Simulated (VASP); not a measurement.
# CuSi16 (a cell with a defect) in VASP: a series of runs, part 3 of 3

VASP 6.6.1. The steps go on from the part before.

### 5 Single point, PBE

File INCAR:

```
SYSTEM = CuSi16
ALGO = Normal
EDIFF = 1E-6
ENCUT = 520
GGA = PE
ISIF = 2
ISMEAR = 0
LASPH = .TRUE.
LCHARG = .FALSE.
LREAL = Auto
LWAVE = .FALSE.
NBANDS = 52
NELECT = 74.0
NELM = 100
PREC = Accurate
SIGMA = 0.02
```

File KPOINTS:

```
k-points
0
G
  2 2 2
  0 0 0
```

File POSCAR:

```
CuSi16
1.0
    0.0000000000      5.4300000000      5.4300000000
    5.4300000000      0.0000000000      5.4300000000
    5.4300000000      5.4300000000      0.0000000000
Si Cu
16 1
Direct
   -0.0035497238     -0.0066488029      0.0140565378
    0.1279190608      0.1214244015      0.1269908840
    0.0010697974      0.0073047882      0.4990869245
    0.1214474217      0.1144547882      0.6429196133
    0.0132745856      0.4956948435     -0.0072729282
    0.1259873849      0.6193989871      0.1289070902
    0.0050350829      0.4886855433      0.5015435543
    0.1412559853      0.6176300184      0.6186839779
    0.5003910681      0.0123142726     -0.0127903315
    0.6239750460      0.1214067219      0.1270035912
    0.4928095764      0.0073073665      0.4990988950
    0.6175895948      0.1524203499      0.6126925414
    0.4985835175      0.4956754144     -0.0072617864
    0.6393548803      0.6347618785      0.0867988950
    0.5090884899      0.5237389503      0.4583927256
    0.6227281768      0.6176327808      0.6186922652
    0.7749551565      0.7849625230      0.6654321363
```

The run is started by

```
$ cat potpaw_PBE.64/Si/POTCAR potpaw_PBE.64/Cu/POTCAR > POTCAR
$ mpirun -np 1 vasp_std > vasp.out
```

It took 7.2 min on 1 thread of Intel Xeon Platinum 8124M at 3.00GHz (Skylake/Cascade Lake), shared host; peak memory 0.49 GiB.

The run converged. Its results:

| Property | Result |
| --- | --- |
| Free energy | -94.2231 eV |
| Largest force | 0.010 eV/Å |

Forces in eV/Å, atoms in the order of the input:
```
Si   0.000  0.000  0.000
Si   0.000  0.002  0.001
Si   0.001  0.003  0.006
Si  -0.002 -0.002  0.003
Si   0.002 -0.001  0.000
Si  -0.002  0.002 -0.002
Si  -0.005  0.001 -0.001
Si  -0.005  0.003  0.007
Si  -0.001  0.001 -0.002
Si   0.000 -0.001 -0.002
Si   0.001 -0.005 -0.002
Si   0.003 -0.005  0.005
Si   0.002 -0.001  0.001
Si   0.006  0.005 -0.005
Si   0.005  0.001 -0.002
Si  -0.005 -0.008 -0.004
Cu   0.000  0.003 -0.003
```

Levels at points of the mesh, in eV from the Fermi level:
| k point | band 34 | band 35 | band 36 | band 37 | band 38 | band 39 | band 40 | band 41 |
| --- | --- | --- | --- | --- | --- | --- | --- | --- |
| (0.00, 0.00, 0.00) | -1.00 | -0.64 | -0.19 | -0.08 | 0.08 | 0.42 | 0.59 | 0.62 |
| (0.50, 0.00, 0.00) | -0.94 | -0.89 | -0.84 | -0.74 | 0.55 | 1.13 | 1.26 | 1.31 |
| (0.00, 0.50, 0.00) | -0.94 | -0.88 | -0.86 | -0.80 | 0.49 | 1.16 | 1.25 | 1.32 |
| (0.00, 0.00, 0.50) | -0.91 | -0.89 | -0.66 | -0.52 | 0.52 | 1.01 | 1.34 | 1.37 |
| (0.50, 0.50, 0.50) | -0.94 | -0.89 | -0.84 | -0.74 | 0.55 | 1.13 | 1.26 | 1.31 |
| (0.50, 0.50, 0.00) | -1.54 | -1.46 | -1.43 | -1.07 | 0.66 | 1.00 | 1.95 | 2.06 |
| (0.00, 0.50, 0.50) | -1.51 | -1.50 | -1.41 | -1.11 | 0.67 | 0.99 | 1.96 | 2.05 |
| (0.50, 0.00, 0.50) | -1.54 | -1.46 | -1.43 | -1.07 | 0.66 | 1.00 | 1.95 | 2.06 |

Caveat: the k points lie up to 0.50 Å⁻¹ apart; the cell carries a net charge on a neutralising background, which shifts energy and pressure; the cell is charged against a uniform background, so pressure and absolute levels hang on convention.

### 6 Single point, PBE

File INCAR:

```
PREC = Accurate
ENCUT = 520
EDIFF = 1E-6
ISMEAR = 0
SIGMA = 0.02
LREAL = Auto
LASPH = True
NELM = 100
ALGO = Normal
ISIF = 2
LWAVE = False
LCHARG = True
GGA = PE
LELF = True
LVHAR = True
NBANDS = 52
NELECT = 74.0
```

File KPOINTS:

```
Automatic mesh
0
Gamma
  2 2 2
```

File POSCAR:

```
CuSi16
1.0
    0.0000000000      5.4300000000      5.4300000000
    5.4300000000      0.0000000000      5.4300000000
    5.4300000000      5.4300000000      0.0000000000
Si Cu
16 1
Direct
    0.0065417127     -0.0108085635     -0.0052067219
    0.1280742173      0.1138116022      0.1204018416
   -0.0051679558      0.0079003683      0.4928215470
    0.1314634438      0.1138717311      0.6227472376
    0.0049169429      0.4884123389      0.0003252302
    0.1309415285      0.6156389503      0.1201151934
    0.0099825967      0.4884140884      0.4929814917
    0.1225616022      0.6205953039      0.6233227440
    0.5002435543      0.0079892265     -0.0102411602
    0.6346507366      0.1139422652      0.1216378453
    0.5041116022      0.0078985267      0.4942421731
    0.6152623389      0.1607417127      0.6086870166
    0.5038839779      0.4884904236      0.0021950276
    0.6281867403      0.6192672192      0.1230290976
    0.4909170350      0.5319634438      0.4911846225
    0.6348646409      0.6220127072      0.6260016575
    0.7391031308      0.7891346225      0.7429449355
```

Potentials or basis: VASP PAW PBE potentials, release 64 (Si, Cu).

The run is started by

```
$ cat potpaw_PBE.64/Si/POTCAR potpaw_PBE.64/Cu/POTCAR > POTCAR
$ mpirun -np 1 vasp_std > vasp.out
```

It took 6.5 min on 1 thread of Intel Xeon Platinum 8124M at 3.00GHz (Skylake/Cascade Lake), shared host; peak memory 0.49 GiB.

Results (log left out):

```
Free energy   : -94.2187 eV
Largest force : 0.019 eV/Å
```

Forces in eV/Å, atoms in the order of the input:
```
Si   0.002  0.005 -0.007
Si   0.003  0.005 -0.003
Si   0.001  0.004  0.001
Si   0.004  0.004 -0.004
Si  -0.002  0.005  0.002
Si   0.000  0.005 -0.005
Si   0.001  0.004 -0.003
Si  -0.004  0.007  0.006
Si   0.003 -0.001  0.003
Si   0.003  0.001 -0.005
Si   0.002  0.000 -0.004
Si   0.015 -0.008  0.009
Si  -0.004 -0.002 -0.002
Si   0.001 -0.004  0.004
Si  -0.007 -0.008  0.008
Si  -0.006 -0.008 -0.007
Cu  -0.013 -0.009  0.008
```

Levels at points of the mesh, in eV from the Fermi level:
| k point | band 35 | band 36 | band 37 | band 38 | band 39 | band 40 |
| --- | --- | --- | --- | --- | --- | --- |
| (0.00, 0.00, 0.00) | -0.61 | -0.16 | -0.13 | 0.18 | 0.64 | 0.64 |
| (0.50, 0.00, 0.00) | -0.81 | -0.73 | -0.62 | 0.60 | 1.13 | 1.33 |
| (0.00, 0.50, 0.00) | -0.87 | -0.70 | -0.69 | 0.47 | 1.28 | 1.38 |
| (0.00, 0.00, 0.50) | -0.81 | -0.73 | -0.67 | 0.61 | 1.15 | 1.34 |
| (0.50, 0.50, 0.50) | -0.81 | -0.71 | -0.59 | 0.60 | 1.11 | 1.33 |
| (0.50, 0.50, 0.00) | -1.41 | -1.38 | -0.92 | 0.70 | 1.10 | 2.07 |
| (0.00, 0.50, 0.50) | -1.39 | -1.38 | -0.90 | 0.69 | 1.10 | 2.06 |
| (0.50, 0.00, 0.50) | -1.42 | -1.38 | -0.93 | 0.71 | 1.10 | 2.07 |

Caveat: the k points lie up to 0.50 Å⁻¹ apart; the cell carries a net charge on a neutralising background, which shifts energy and pressure; the cell is charged against a uniform background, so pressure and absolute levels hang on convention.
